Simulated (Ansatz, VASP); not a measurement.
**SnSe: VASP beside Ansatz**

```xyz
2
Lattice="0.0000 3.2856 3.2856 3.2856 0.0000 3.2856 3.2856 3.2856 0.0000" Properties=species:S:1:pos:R:3 pbc="T T T"
Sn    0.0000    0.0000    0.0000
Se    1.6428    1.6428    1.6428
```

Alike in both runs: task single point; functional LDA; k mesh 4 × 4 × 4; occupations gaussian, width 0.05 eV; no spin polarisation.

|  | VASP | Ansatz |
| --- | --- | --- |
| version | VASP 6.6.1 | Ansatz 0.2.0 |
| potentials or method | VASP PAW LDA potentials, release 64 (Sn_d, Se), cutoff 500 eV | scalar-relativistic, plane waves, PAW |
| valence electrons in the cell | 20 | 30 |

Ansatz gave:

```
gap on the k mesh at the Fermi level (eV) : none
pressure (GPa)                            : -0.6
```

Task: What did VASP give for the same quantities?

Result: gap on the k mesh at the Fermi level (eV): none; pressure (GPa): -0.5.

LDA's correlation is that of Perdew and Zunger in VASP and of Perdew and Wang (1992) in Ansatz. A gap of «none» marks a metal or a gap that the smearing closes. VASP's potentials hold 20 valence electrons a cell and Ansatz's 30, so a difference there can come from the potentials and not from the codes.

The k mesh is coarse, so the values compare programs but aren't converged.
